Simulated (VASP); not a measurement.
# Be (P6_3/mmc) in VASP: further runs

The runs below take Be through single point, with PBEsol.

Everything below comes from runs of VASP 6.6.1. Logs are shortened: lines on timing, memory, paths and dates and some standing lists are left out, and cuts for length are marked.

## 1. The cell of the first run

The structure is hexagonal, space group P6_3/mmc (No. 194). The conventional cell has a = 2.414 Å, b = 2.414 Å, c = 3.421 Å, α = 90.00°, β = 90.00°, γ = 120.00°. Be (site symmetry -6m2) has 12 Be at 2.21 to 2.41 Å within 2.9 Å.

## 2. Single point, PBEsol (strain +0.050 along x and y, -0.050 along z)

INCAR

```
SYSTEM = Be
ALGO = Normal
EDIFF = 1E-6
ENCUT = 520
GGA = PS
ISIF = 2
ISMEAR = 0
LASPH = .True.
LCHARG = .False.
LREAL = .False.
LWAVE = .False.
NBANDS = 9
NELM = 80
PREC = Accurate
SIGMA = 0.15
```

KPOINTS

```
k-points
0
Gamma
  24 24 14
  0 0 0
```

POSCAR

```
Be
1.0
    2.4144770842      0.0000000000      0.0000000000
   -1.2072385421      2.0909984917      0.0000000000
    0.0000000000      0.0000000000      3.4208550000
Be
2
Direct
    0.3333333333      0.6666666667      0.2500000000
    0.6666666667      0.3333333333      0.7500000000
```

Potentials or basis: VASP PAW PBE potentials, release 64 (Be).

Started as:

```sh
cat potpaw_PBE.64/Be/POTCAR > POTCAR
mpirun -np 1 vasp_std > vasp.out
```

OUTCAR:

```text
SYSTEM = Be
   EDIFF = 1E-6
   ENCUT = 520
   GGA = PS
   ISIF = 2
   ISMEAR = 0
   LASPH = .True.
   LREAL = .False.
   NELM = 80
   PREC = Accurate

 ion  position               nearest neighbor table
   1  0.333  0.667  0.250-   2 2.21   2 2.21   2 2.21   2 2.21   2 2.21   2 2.21
   2  0.667  0.333  0.750-   1 2.21   1 2.21   1 2.21   1 2.21   1 2.21   1 2.21

  LATTYP: Found a hexagonal cell.
 ALAT       =     2.4144770842
 C/A-ratio  =     1.4168098850

  Lattice vectors:

 A1 = (   2.4144770842,   0.0000000000,   0.0000000000)
 A2 = (  -1.2072385421,   2.0909984917,   0.0000000000)
 A3 = (   0.0000000000,   0.0000000000,   3.4208550000)

Analysis of symmetry for initial positions (statically):
=====================================================================
 Subroutine PRICEL returns:
 Original cell was already a primitive cell.

 Routine SETGRP: Setting up the symmetry group for a
 hexagonal supercell.

 Subroutine GETGRP returns: Found 24 space group operations
 (whereof 12 operations were pure point group operations)
 out of a pool of 24 trial point group operations.

The static configuration has the point symmetry D_3d.
 The point group associated with its full space group is D_6h.

Analysis of symmetry for dynamics (positions and initial velocities):
=====================================================================
 Subroutine PRICEL returns:
 Original cell was already a primitive cell.

 Routine SETGRP: Setting up the symmetry group for a
 hexagonal supercell.

 Subroutine GETGRP returns: Found 24 space group operations
 (whereof 12 operations were pure point group operations)
 out of a pool of 24 trial point group operations.

The dynamic configuration has the point symmetry D_3d.
 The point group associated with its full space group is D_6h.

 Subroutine INISYM returns: Found 24 space group operations
 (whereof 12 operations are pure point group operations),
 and found     1 'primitive' translations

----------------------------------------------------------------------------------------

                                     Primitive cell

  volume of cell :      17.2708

  direct lattice vectors                    reciprocal lattice vectors
     2.414477084  0.000000000  0.000000000     0.414168354  0.239120211  0.000000000
    -1.207238542  2.090998492  0.000000000     0.000000000  0.478240421  0.000000000
     0.000000000  0.000000000  3.420855000     0.000000000  0.000000000  0.292324580

  length of vectors
     2.414477084  2.414477084  3.420855000     0.478240421  0.478240421  0.292324580

  position of ions in fractional coordinates (direct lattice)
     0.333333333  0.666666667  0.250000000
     0.666666667  0.333333333  0.750000000

  ion indices of the primitive-cell ions
   primitive index   ion index
                 1           1
                 2           2

----------------------------------------------------------------------------------------

 KPOINTS: k-points

Automatic generation of k-mesh.
 Grid dimensions read from file:
 generate k-points for:   24   24   14

 Generating k-lattice:

  Cartesian coordinates                     Fractional coordinates (reciprocal lattice)
     0.017257015  0.009963342  0.000000000     0.041666667  0.000000000  0.000000000
     0.000000000  0.019926684  0.000000000     0.000000000  0.041666667  0.000000000
     0.000000000  0.000000000  0.020880327     0.000000000  0.000000000  0.071428571

  Length of vectors
     0.019926684  0.019926684  0.020880327

  Shift w.r.t. Gamma in fractional coordinates (k-lattice)
     0.000000000  0.000000000  0.000000000

 Subroutine IBZKPT returns following result:
 ===========================================

 Found    488 irreducible k-points:

 Following reciprocal coordinates:
            Coordinates               Weight
  0.000000  0.000000  0.000000      1.000000
  0.041667  0.000000  0.000000      6.000000
  0.083333  0.000000  0.000000      6.000000
  0.125000  0.000000  0.000000      6.000000
  0.166667  0.000000  0.000000      6.000000
  0.208333 -0.000000  0.000000      6.000000
[... 16 lines left out ...]
  0.416667  0.041667  0.000000     12.000000
  0.458333  0.041667  0.000000     12.000000
 [... further k-points ...]
   k-points           NKPTS =    488   k-points in BZ     NKDIM =    488   number of bands    NBANDS=      9
   number of dos      NEDOS =    301   number of ions     NIONS =      2
   total plane-waves  NPLWV =   9072
   dimension x,y,z NGX =    18 NGY =   18 NGZ =   28
   dimension x,y,z NGXF=    36 NGYF=   36 NGZF=   56
   ions per type =               2
   NGX,Y,Z   is equivalent  to a cutoff of  12.39, 12.39, 13.61 a.u.
   NGXF,Y,Z  is equivalent  to a cutoff of  24.79, 24.79, 27.21 a.u.
 SYSTEM =  Be
   PREC   = accura    normal or accurate (medium, high low for compatibility)
   ISTART =      0    job   : 0-new  1-cont  2-samecut
   ICHARG =      2    charge: 1-file 2-atom 10-const
   ISPIN  =      1    spin polarized calculation?
   LNONCOLLINEAR =      F non collinear calculations
   LSORBIT =      F    spin-orbit coupling
   LASPH  =      T    aspherical Exc in radial PAW
   ENCUT  =  520.0 eV  38.22 Ry    6.18 a.u.   4.49  4.49  6.36*2*pi/ulx,y,z
   NELM   =     80;   NELMIN=  2; NELMDL= -5     # of ELM steps
   EDIFF  = 0.1E-05   stopping-criterion for ELM
   LREAL  =      F    real-space projection
   EDIFFG = 0.1E-04   stopping-criterion for IOM
   NSW    =      0    number of steps for IOM
   IBRION =     -1    ionic relax: 0-MD 1-quasi-New 2-CG
   NFREE  =      0    steps in history (QN), initial steepest desc. (CG)
   ISIF   =      2    stress and relaxation
   ISYM   =      2    0-nonsym 1-usesym 2-fastsym
   POTIM  = 0.5000    time-step for ionic-motion
   TEBEG  =    0.0;   TEEND  =   0.0 temperature during run
   PSTRESS=    0.0 pullay stress
   NELECT =       4.0000    total number of electrons
   NUPDOWN=      -1.0000    fix difference up-down
   EMIN   =  10.00;   EMAX   =-10.00  energy-range for DOS
   EFERMI =   0.00;   METHOD = LEGACY
   ISMEAR =     0;   SIGMA  =   0.15  broadening in eV -4-tet -1-fermi 0-gaus
   EFERMI_NEDOS =   21; number of points for ismear=-14 and -15
   IALGO  =     38    algorithm
   IMIX   =      4    mixing-type and parameters
     AMIX     =   0.40;   BMIX     =  1.00
     AMIX_MAG =   1.60;   BMIX_MAG =  1.00
  volume/ion in A,a.u.               =       8.64        58.27
  Fermi-wavevector in a.u.,A,eV,Ry     =   1.005366  1.899867 13.752245  1.010761
  Thomas-Fermi vector in A             =   2.138041
   LORBIT       =      0    0 simple, 1 ext, 2 COOP (PROOUT), +10 PAW based schemes
   GGA     = PS    functional components
   LHFCALC =     F    Hartree Fock is set to
   AEXX    =    0.0000 exact exchange contribution
   IVDW    =     0    specifies the selected vdW correction
   LEPSILON=     F    determine dielectric tensor
   LRPA    =     F    only Hartree local field effects (RPA)
 non-spin polarized calculation
 Gauss-broadening in eV      SIGMA  =   0.15
  energy-cutoff  :      520.00
  volume of cell :       17.27
 maximum number of plane-waves:       487
 NGX is ok and might be reduce to    18
   NGX =  9   NGY =  9   NGZ = 13

 number of electron       4.0000000 magnetization

 Free energy of the ion-electron system (eV)
  ---------------------------------------------------
  ext. energy  EPLUGINS =         0.00000000
  ---------------------------------------------------
  free energy    TOTEN  =        -7.84702031 eV

  energy without entropy =       -7.84568999  energy(sigma->0) =       -7.84635515

 E-fermi :   6.1535     XC(G=0): -10.3168

 val. band max:        6.1176571117   @ k =   0.2500   0.0833   0.0000
 cond. band min:       6.1914205648   @ k =   0.2917   0.1667   0.0000
 fundamental gap:      0.0737634531
 Fermi energy:         6.1535150118

 k-point     1 :       0.0000    0.0000    0.0000
  band No.  band energies     occupation
      1      -4.5439      2.00000
      2       3.1964      2.00000
      3       8.9604      0.00000
      4      19.2668      0.00000
      5      19.2668      0.00000
      6      22.4731      0.00000
      7      22.4731      0.00000
      8      27.1292      0.00000
      9      30.2477      0.00000

 k-point     2 :       0.0417    0.0000    0.0000
  band No.  band energies     occupation
      1      -4.4990      2.00000
      2       3.2533      2.00000
      3       8.9665      0.00000
      4      18.9137      0.00000
      5      18.9867      0.00000
      6      22.5092      0.00000
      7      22.6943      0.00000
      8      26.9357      0.00000
      9      29.6111      0.00000

 k-point     3 :       0.0833    0.0000    0.0000
  band No.  band energies     occupation
      1      -4.3641      2.00000
      2       3.4238      2.00000
      3       8.9809      0.00000
      4      17.9879      0.00000
      5      18.3396      0.00000
      6      22.5847      0.00000
      7      23.1395      0.00000
      8      26.3614      0.00000
      9      28.4473      0.00000

 k-point     4 :       0.1250    0.0000    0.0000
  band No.  band energies     occupation
      1      -4.1391      2.00000
      2       3.7075      2.00000
      3       8.9896      0.00000
      4      16.7434      0.00000
      5      17.5716      0.00000
      6      22.6617      0.00000
      7      23.5100      0.00000
      8      25.4280      0.00000
      9      27.0518      0.00000
[... 205 lines left out ...]
 k-point    22 :       0.3750    0.0417    0.0000
  band No.  band energies     occupation
      1      -0.4704      2.00000
      2       5.0573      2.00000
      3       8.2027      0.00000
      4      12.6872      0.00000
      5      13.8412      0.00000
      6      15.5081      0.00000
      7      18.2749      0.00000
      8      22.4955      0.00000
      9      23.4292      0.00000

 k-point    23 :       0.4167    0.0417    0.0000
  band No.  band energies     occupation
      1       0.3754      2.00000
      2       3.9377      2.00000
      3       9.1647      0.00000
      4      12.8829      0.00000
      5      13.7608      0.00000
      6      14.1567      0.00000
      7      17.4482      0.00000
      8      22.3525      0.00000
      9      23.4552      0.00000

 k-point    24 :       0.4583    0.0417    0.0000
  band No.  band energies     occupation
      1       1.1459      2.00000
      2       3.0222      2.00000
      3       9.9372      0.00000
      4      12.9682      0.00000
      5      13.1872      0.00000
      6      13.8171      0.00000
      7      16.9558      0.00000
      8      22.2787      0.00000
      9      23.4699      0.00000

 [... further k-points ...]
[... 5 lines left out ...]
  --------------------------------------------------------------------------------------
  -------------------------------------------------------------------------------------
  Total       -1.7965204     -1.7965204      1.0424338      0.0000000     -0.0000000     -0.0000000
  in kB     -166.6599535   -166.6599534     96.7047057      0.0000000     -0.0000000     -0.0000000
  external PRESSURE =     -78.8717337 kB  Pullay stress =       0.0000000 kB

 VOLUME and BASIS-vectors are now :
 -----------------------------------------------------------------------------
  energy-cutoff  :      520.00
  volume of cell :       17.27
      direct lattice vectors                 reciprocal lattice vectors
     2.414477084  0.000000000  0.000000000     0.414168354  0.239120211  0.000000000
    -1.207238542  2.090998492  0.000000000     0.000000000  0.478240421  0.000000000
     0.000000000  0.000000000  3.420855000     0.000000000  0.000000000  0.292324580

 POSITION                                       TOTAL-FORCE (eV/Angst)
 -----------------------------------------------------------------------------------
     -0.00000      1.39400      0.85521        -0.000000      0.000000      0.000000
      1.20724      0.69700      2.56564         0.000000     -0.000000      0.000000
 -----------------------------------------------------------------------------------
    total drift:                                0.000000     -0.000000      0.000000

  FREE ENERGIE OF THE ION-ELECTRON SYSTEM (eV)
  ---------------------------------------------------
  free  energy   TOTEN  =        -7.8470203123 eV

  energy  without entropy=       -7.8456899871  energy(sigma->0) =       -7.84635515
```

Run time: 24 s. Hardware: 1 thread of AMD EPYC 9R45 (Zen 5), shared host; peak memory 0.14 GiB.

Results:

```
Free energy            : -7.8470 eV
Pressure               : -7.9 GPa
Band gap on the k mesh : zero (band 2 reaches 7.38 eV, above the bottom of band 3 at 4.71 eV)
```

Stress tensor (GPa, compression positive):
```
-16.67   0.00   0.00
  0.00 -16.67   0.00
  0.00   0.00   9.67
```

Levels at points of the mesh, in eV from the Fermi level:
```tsv
k point	band 1	band 2	band 3	band 4	band 5	band 6	band 7
(0.00, 0.00, 0.00)	-10.70	-2.96	2.81	13.11	13.11	16.32	16.32
(0.50, 0.00, 0.00)	-4.89	-3.34	3.87	6.85	7.39	7.67	10.28
(0.00, 0.00, 0.50)	-8.30	-8.30	13.24	13.24	15.09	15.09	15.09
(0.50, 0.00, 0.50)	-3.36	-3.36	1.24	1.24	10.31	10.31	15.89
```

Caveat: the cell differs from its parent crystal (strain +0.050 along x and y, -0.050 along z); the PAW data sets were made with another functional, which shifts forces and pressure a little.

(Part 1 of 2 ends here.)
